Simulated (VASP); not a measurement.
LiH: single point with PBE

The system is LiH.

```xyz
2
Lattice="2.7560 0.0000 0.0000 -1.3780 2.3868 0.0000 0.0000 0.0000 2.5345" Properties=species:S:1:pos:R:3 pbc="T T T"
Li    1.3780    0.7956    0.0000
H     0.0000    0.0000    1.2672
```

The cell was built from a structure type or drawn by symmetry, and may not be a known phase.

| Property | Result |
| --- | --- |
| Program | VASP 6.6.1 |
| Task | single point |
| Functional | PBE |
| Potentials or basis | VASP PAW PBE potentials, release 64 (Li_sv, H) |
| Cutoff | 520 eV |
| k mesh | 12 × 12 × 10 |
| Occupations | gaussian, width 0.02 eV |
| Spin | no spin polarisation |
| Dipole correction | no |
| Further INCAR settings | ALGO = Normal; EDIFF = 1e-06; NBANDS = 9 |

* Band gap on the k mesh: 1.87 eV (least direct gap 4.85 eV)

Levels at points of the mesh, in eV from the valence-band top:
```csv
k point,band 1,band 2,band 3,band 4,band 5,band 6,band 7
"(0.00, 0.00, 0.00)",-46.05,-6.80,12.70,13.56,15.22,15.22,17.50
"(0.50, 0.00, 0.00)",-46.01,-4.03,2.25,10.40,12.78,18.16,18.49
"(0.00, 0.00, 0.50)",-46.01,-4.73,2.55,14.54,18.84,18.84,23.30
"(0.50, 0.00, 0.50)",-45.97,-0.77,4.08,4.59,10.37,14.83,15.27
```

Run time: 9.2 s on 1 thread of Intel(R) Xeon(R) Platinum 8488C (Sapphire Rapids), with other jobs on the host, peak memory 0.13 GiB.

 A k mesh can miss the band edges.
